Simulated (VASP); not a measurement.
# Hf3H4C2: single point with PBE

Crystal: Hf3H4C2.

```xyz
9
Lattice="5.8099 0.0000 0.0000 -2.9050 5.0315 0.0000 0.0000 0.0000 3.2093" Properties=species:S:1:pos:R:3 pbc="T T T"
Hf    3.9195    3.1486    1.6047
Hf    1.1234    1.8201    1.6047
Hf    3.6720    0.0628    1.6047
H     1.7911    4.8527    0.0000
H    -2.1932    4.1564    0.0000
H     0.4020    1.0540    0.0000
H     0.0000    3.3544    0.0000
C     0.0000    0.0000    1.6047
C     2.9050    1.6772    0.0000
```

| Quantity | Value |
| --- | --- |
| Program | VASP 6.6.1 |
| Task | single point |
| Functional | PBE |
| Potentials or basis | VASP PAW PBE potentials, release 64 (Hf_pv, H, C) |
| Cutoff | 520 eV |
| k mesh | 6 × 6 × 12 |
| Occupations | gaussian, width 0.01 eV |
| Spin | no spin polarisation |
| Dipole correction | no |
| Further INCAR settings | ALGO = Normal; EDIFF = 1e-06; NBANDS = 31 |

| Item | Value |
| --- | --- |
| Pressure | -0.4 GPa |
| Largest force | 0.030 eV/Å |
| Band gap on the k mesh | zero (band 21 reaches 4.98 eV, above the bottom of band 22 at 4.62 eV) |

Forces on the atoms (eV/Å):
```
Hf  -0.025 -0.018  0.000
Hf   0.028 -0.012  0.000
Hf  -0.003  0.030  0.000
H   -0.004 -0.010  0.000
H    0.010  0.002  0.000
H   -0.007  0.008  0.000
H    0.000  0.000  0.000
C    0.000  0.000  0.000
C    0.000  0.000  0.000
```

Stress tensor (GPa, compression positive):
```
-0.37  0.00  0.00
 0.00 -0.37  0.00
 0.00  0.00 -0.51
```

Levels at points of the mesh, in eV from the Fermi level:
| k point | band 18 | band 19 | band 20 | band 21 | band 22 | band 23 | band 24 | band 25 |
| --- | --- | --- | --- | --- | --- | --- | --- | --- |
| (0.00, 0.00, 0.00) | -2.10 | -1.46 | -1.46 | -0.63 | 0.94 | 0.94 | 1.52 | 2.42 |
| (0.50, 0.00, 0.00) | -2.06 | -1.89 | -1.45 | -0.96 | 0.12 | 0.82 | 2.41 | 2.56 |
| (0.00, 0.00, 0.50) | -2.41 | -1.93 | -1.93 | -0.92 | 0.56 | 0.56 | 1.92 | 1.92 |
| (0.50, 0.00, 0.50) | -2.77 | -2.36 | -2.19 | -1.05 | -0.01 | 1.34 | 1.78 | 2.08 |

It took 2.2 min on 1 thread of Intel(R) Xeon(R) Platinum 8259CL CPU @ 2.50GHz (Skylake/Cascade Lake) (shared host), peak memory 0.31 GiB.

Caveat: spin-orbit coupling is left out, which moves the levels of the heavy elements.
